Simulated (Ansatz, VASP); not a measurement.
# AlN in VASP and in Ansatz

File INCAR:

```
SYSTEM = AlN
ALGO = Normal
EDIFF = 1E-7
ENCUT = 520
GGA = PE
ISIF = 2
ISMEAR = 0
LASPH = .True.
LCHARG = .False.
LREAL = .False.
LWAVE = .False.
NBANDS = 11
NELM = 60
PREC = Accurate
SIGMA = 0.05
```

File KPOINTS:

```
k-points
0
Gamma
  10 10 10
  0 0 0
```

POSCAR

```
AlN
1.0
    0.0867566252      2.1823272820      2.1823272820
    2.1823272820      0.0867566252      2.1823272820
    2.1823272820      2.1823272820      0.0867566252
Al N
1 1
Direct
    0.5000000000      0.5000000000      0.5000000000
    0.0000000000      0.0000000000      0.0000000000
```

Input for Ansatz:

```yaml
crystal:
  lattice:
    - [0.0867566252, 2.182327282, 2.182327282]
    - [2.182327282, 0.0867566252, 2.182327282]
    - [2.182327282, 2.182327282, 0.0867566252]
  atoms:
    - { symbol: Al, position: [0.5, 0.5, 0.5] }
    - { symbol: "N", position: [0.0, 0.0, 0.0] }
basis:
  ecutwfc: 520.0
kpoints:
  mp_grid: { grid: [10, 10, 10] }
hamiltonian:
  xc: pbe
  pseudopotentials: { kind: paw, azcp: { folder: soft_1 } }
scf:
  occupations: { method: gaussian, width: 0.05 }
output:
  forces: true
  stress: true
  eigenvalues: true
```

Alike in both runs: task single point; functional PBE; k mesh 10 × 10 × 10; occupations gaussian, width 0.05 eV; no spin polarisation.

|  | VASP | Ansatz |
| --- | --- | --- |
| version | VASP 6.6.1 | Ansatz 0.2.0 |
| potentials or method | VASP PAW PBE potentials, release 64 (Al, N), cutoff 520 eV | scalar-relativistic, plane waves, PAW |
| valence electrons in the cell | 8 | 8 |

Ansatz gave:

* gap on the k mesh at the Fermi level (eV): 2.71
* least direct gap on the mesh (eV): 3.04
* pressure (GPa): -27.3
* traceless stress, the component that is largest in VASP (GPa): -10.49

Problem. Estimate VASP's values.

Solution. gap on the k mesh at the Fermi level (eV): 2.69; least direct gap on the mesh (eV): 3.04; pressure (GPa): -27.4; traceless stress, the component that is largest in VASP (GPa): -10.50.

With one functional, cell and mesh, what is left measures potentials, basis and numerics.
